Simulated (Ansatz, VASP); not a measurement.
**MgBe2Te2O: VASP beside Ansatz**

```
CELL_PARAMETERS angstrom
4.09987 0.00000 0.00000
0.00000 4.09987 0.00000
0.00000 0.00000 6.94427
ATOMIC_POSITIONS crystal
Mg 0.00000 0.00000 0.00000
Be 0.50000 0.00000 0.83276
Be 0.00000 0.50000 0.16724
Te 0.50000 0.00000 0.31831
Te 0.00000 0.50000 0.68169
O 0.50000 0.50000 0.00000
```

Change from the starting cell: species swapped into the Pr2FeSi2Ru type (P-4m2, No. 115).

Alike in both runs: task single point; functional PBE; k mesh 4 × 4 × 4; occupations gaussian, width 0.1 eV; no spin polarisation.

|  | VASP | Ansatz |
| --- | --- | --- |
| version | VASP 6.6.1 | Ansatz 0.2.0 |
| potentials or method | VASP PAW PBE potentials, release 64 (Mg, Be, Te, O), cutoff 520 eV | scalar-relativistic, plane waves, PAW |
| valence electrons in the cell | 24 | 52 |

```tsv
	VASP	Ansatz	Ansatz less VASP
gap on the k mesh at the Fermi level (eV)	none	none	-
pressure (GPa)	-3.6	-3.6	+0.04
traceless stress, the component that is largest in VASP (GPa)	4.22	4.24	+0.022
rms of the force components (eV/Å)	0.431	0.430	-0.0010
```

Atom by atom the forces differ by 0.001 eV/Å (rms over components). A gap of «none» marks a metal or a gap that the smearing closes. With one functional, cell and mesh, what is left measures potentials, basis and numerics. VASP's potentials hold 24 valence electrons a cell and Ansatz's 52, so a difference there can come from the potentials and not from the codes.

The k mesh is coarse, so the values compare programs but aren't converged. Spin-orbit coupling is off throughout.
